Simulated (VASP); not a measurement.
# W (Im-3m) in VASP: single point with PBE0

Aim: the single point of W with PBE0.

Program: VASP 6.6.1. These are calculated values, not measurements. Logs are shortened: lines on timing, memory, paths and dates and some standing lists are left out, and cuts for length are marked.

## Step 1: The cell of the first run

It takes space group Im-3m (No. 229, cubic). Conventional cell: a = 3.100 Å, b = 3.100 Å, c = 3.100 Å, α = 90.00°, β = 90.00°, γ = 90.00°. Within 3.5 Å of W (site symmetry m-3m) lie 14 W at 2.68 to 3.10 Å.

## Step 2: Single point, PBE0

Contents of POSCAR:

```
W
1.0
   -1.5500431812      1.5500431812      1.5500431812
    1.5500431812     -1.5500431812      1.5500431812
    1.5500431812      1.5500431812     -1.5500431812
W
1
Direct
    0.0000000000      0.0000000000      0.0000000000
```

Contents of INCAR.step1:

```
  PREC = Accurate
  ENCUT = 520
  EDIFF = 1E-5
  ISMEAR = -1
  SIGMA = 0.05
  LREAL = False
  LASPH = True
  NELM = 60
  ALGO = Normal
  ISIF = 2
  LWAVE = True
  LCHARG = False
  NBANDS = 13
  GGA = PE
```

Contents of INCAR.step2:

```
  PREC = Accurate
  ENCUT = 520
  EDIFF = 1E-6
  ISMEAR = -1
  SIGMA = 0.05
  LREAL = False
  LASPH = True
  NELM = 60
  ALGO = Normal
  ISIF = 2
  LWAVE = False
  LCHARG = False
  GGA = PE
  LHFCALC = True
  AEXX = 0.25
  PRECFOCK = Normal
  NBANDS = 13
  ISTART = 1
```

Contents of KPOINTS:

```
regular mesh
0
Gamma
  8 8 8
```

Potentials or basis: VASP PAW PBE potentials, release 64 (W_sv).

Run with:

```sh
> cat potpaw_PBE.64/W_sv/POTCAR > POTCAR
> cp INCAR.step1 INCAR
> mpirun -np 1 vasp_std > vasp.out
> cp INCAR.step2 INCAR
> mpirun -np 1 vasp_std > vasp.out
```

OUTCAR:

```text
PREC = Accurate
   ENCUT = 520
   EDIFF = 1E-6
   ISMEAR = -1
   LREAL = False
   LASPH = True
   NELM = 60
   ISIF = 2
   GGA = PE
   LHFCALC = True
   AEXX = 0.25
   PRECFOCK = Normal
   ISTART = 1

 ion  position               nearest neighbor table
   1  0.000  0.000  0.000-

  LATTYP: Found a body centered cubic cell.
 ALAT       =     3.1000863624

  Lattice vectors:

 A1 = (  -1.5500431812,   1.5500431812,   1.5500431812)
 A2 = (   1.5500431812,  -1.5500431812,   1.5500431812)
 A3 = (   1.5500431812,   1.5500431812,  -1.5500431812)

Analysis of symmetry for initial positions (statically):
=====================================================================
 Subroutine PRICEL returns:
 Original cell was already a primitive cell.

 Routine SETGRP: Setting up the symmetry group for a
 body centered cubic supercell.

 Subroutine GETGRP returns: Found 48 space group operations
 (whereof 48 operations were pure point group operations)
 out of a pool of 48 trial point group operations.

The static configuration has the point symmetry O_h .

Analysis of symmetry for dynamics (positions and initial velocities):
=====================================================================
 Subroutine PRICEL returns:
 Original cell was already a primitive cell.

 Routine SETGRP: Setting up the symmetry group for a
 body centered cubic supercell.

 Subroutine GETGRP returns: Found 48 space group operations
 (whereof 48 operations were pure point group operations)
 out of a pool of 48 trial point group operations.

The dynamic configuration has the point symmetry O_h .

 Subroutine INISYM returns: Found 48 space group operations
 (whereof 48 operations are pure point group operations),
 and found     1 'primitive' translations

----------------------------------------------------------------------------------------

                                     Primitive cell

  volume of cell :      14.8967

  direct lattice vectors                    reciprocal lattice vectors
    -1.550043181  1.550043181  1.550043181     0.000000000  0.322571659  0.322571659
[... 92 lines left out ...]
   POTIM  = 0.5000    time-step for ionic-motion
   TEBEG  =    0.0;   TEEND  =   0.0 temperature during run
   PSTRESS=    0.0 pullay stress
   NELECT =      14.0000    total number of electrons
   NUPDOWN=      -1.0000    fix difference up-down
   EMIN   =  10.00;   EMAX   =-10.00  energy-range for DOS
   EFERMI =   0.00;   METHOD = LEGACY
   ISMEAR =    -1;   SIGMA  =   0.05  broadening in eV -4-tet -1-fermi 0-gaus
   EFERMI_NEDOS =   21; number of points for ismear=-14 and -15
   IALGO  =     38    algorithm
   IMIX   =      1    mixing-type and parameters
     AMIX     =   0.40;   BMIX     =  1.00
     AMIX_MAG =   1.60;   BMIX_MAG =  1.00
  volume/ion in A,a.u.               =      14.90       100.53
  Fermi-wavevector in a.u.,A,eV,Ry     =   1.603567  3.030302 34.986380  2.571426
  Thomas-Fermi vector in A             =   2.700209
   LORBIT       =      0    0 simple, 1 ext, 2 COOP (PROOUT), +10 PAW based schemes
   GGA     = PE    functional components
   LHFCALC =     T    Hartree Fock is set to
   PRECFOCK=normal    Normal, Fast or Accurate (Low or Medium for compatibility)
   ENCUT4O =  -1.0   cutoff for four orbital integrals eV
   NKREDX  =     1    reduce k-point grid by
   NKREDY  =     1    reduce k-point grid by
   NKREDZ  =     1    reduce k-point grid by
   AEXX    =    0.2500 exact exchange contribution
   HFSCREEN=    0.0000 screening length (either q_TF or 0.3 A-1)
   HFSCREENC=   0.0000 screening length for correlation (either q_TF or 0.3 A-1)
   ENCUTFOCK=  -1.0 apply spherical cutoff to Coloumb kernel
   IVDW    =     0    specifies the selected vdW correction
   LEPSILON=     F    determine dielectric tensor
   LRPA    =     F    only Hartree local field effects (RPA)
 non-spin polarized calculation
  energy-cutoff  :      520.00
  volume of cell :       14.90
 maximum number of plane-waves:       420
  NGX = 16; NGY = 16; NGZ = 16

 number of electron      13.9999999 magnetization

 Free energy of the ion-electron system (eV)
  ---------------------------------------------------
  ext. energy  EPLUGINS =         0.00000000
  ---------------------------------------------------
  free energy    TOTEN  =       -16.16546395 eV

  energy without entropy =      -16.16546389  energy(sigma->0) =      -16.16546392

 E-fermi :  12.0243     XC(G=0): -10.9617

 val. band max:       11.2735454777   @ k =  -0.2500   0.2500   0.2500
 cond. band min:      12.7639283597   @ k =  -0.2500   0.2500   0.1250
 fundamental gap:      1.4903828820
 Fermi energy:        12.0242815999

 k-point     1 :       0.0000    0.0000    0.0000
  band No.  band energies     occupation
      1     -66.4531      2.00000
      2     -28.3359      2.00000
      3     -28.3359      2.00000
      4     -28.3359      2.00000
      5       0.4860      2.00000
      6      10.2392      2.00000
      7      10.2392      2.00000
      8      10.2392      2.00000
      9      15.8425      0.00000
     10      15.8425      0.00000
     11      28.1860      0.00000
     12      28.1860      0.00000
     13      28.1860      0.00000
[... 354 lines left out ...]
  band No.  band energies     occupation
      1     -66.1972      2.00000
      2     -29.6707      2.00000
      3     -29.1485      2.00000
      4     -28.9889      2.00000
      5       6.3239      2.00000
      6       7.2117      2.00000
      7      11.2234      2.00000
      8      12.9035      0.00000
      9      17.1269      0.00000
     10      18.1236      0.00000
     11      28.3646      0.00000
     12      31.0782      0.00000
     13      32.1133      0.00000

 [... further k-points ...]

------------------------ aborting loop because EDIFF is reached ----------------------------------------

  FORCE on cell =-STRESS in cart. coord.  units (eV):
  Direction    XX          YY          ZZ          XY          YZ          ZX
  --------------------------------------------------------------------------------------
  -------------------------------------------------------------------------------------
  Total        2.1290262      2.1290262      2.1290262      0.0000000      0.0000000      0.0000000
  in kB      228.9814017    228.9814017    228.9814017      0.0000000      0.0000000      0.0000000
  external PRESSURE =     228.9814017 kB  Pullay stress =       0.0000000 kB

 VOLUME and BASIS-vectors are now :
 -----------------------------------------------------------------------------
  energy-cutoff  :      520.00
  volume of cell :       14.90
      direct lattice vectors                 reciprocal lattice vectors
    -1.550043181  1.550043181  1.550043181     0.000000000  0.322571659  0.322571659
     1.550043181 -1.550043181  1.550043181     0.322571659  0.000000000  0.322571659
     1.550043181  1.550043181 -1.550043181     0.322571659  0.322571659  0.000000000

 POSITION                                       TOTAL-FORCE (eV/Angst)
 -----------------------------------------------------------------------------------
      0.00000      0.00000      0.00000        -0.000000      0.000000      0.000000
 -----------------------------------------------------------------------------------
    total drift:                                0.000000     -0.000000     -0.000000

  FREE ENERGIE OF THE ION-ELECTRON SYSTEM (eV)
  ---------------------------------------------------
  free  energy   TOTEN  =       -16.1654639539 eV

  energy  without entropy=      -16.1654638868  energy(sigma->0) =      -16.16546392
```

OUTCAR.step1:

```text
PREC = Accurate
   ENCUT = 520
   EDIFF = 1E-5
   ISMEAR = -1
   LREAL = False
[... 599 lines left out ...]

 POSITION                                       TOTAL-FORCE (eV/Angst)
 -----------------------------------------------------------------------------------
      0.00000      0.00000      0.00000        -0.000000      0.000000      0.000000
 -----------------------------------------------------------------------------------
    total drift:                                0.000000     -0.000000     -0.000000

  FREE ENERGIE OF THE ION-ELECTRON SYSTEM (eV)
  ---------------------------------------------------
  free  energy   TOTEN  =       -12.8424977973 eV

  energy  without entropy=      -12.8422361716  energy(sigma->0) =      -12.84236698
```

Run time: 46 min. Hardware: 1 thread of Oxide Virtual Turin-like, shared host; peak memory 0.12 GiB.

What came out:

- Free energy: -16.1655 eV
- Pressure: 22.9 GPa
- Band gap on the k mesh: zero (bands 7 and 8 overlap by 8.69 eV)

Levels at points of the mesh, in eV from the Fermi level:
```
           k point  band 5  band 6  band 7  band 8  band 9  band 10
(0.00, 0.00, 0.00)  -11.54   -1.79   -1.79   -1.79    3.82     3.82
(0.50, 0.00, 0.00)   -7.86   -4.77    0.90    3.68    4.78     8.09
(0.50, 0.50, 0.50)   -7.35   -7.35    6.90    6.90    6.90    10.03
```

Caveat: the cell stands under pressure; the PAW data sets were made with another functional, which shifts forces and pressure a little; spin-orbit coupling is left out, which moves the levels of the heavy elements.
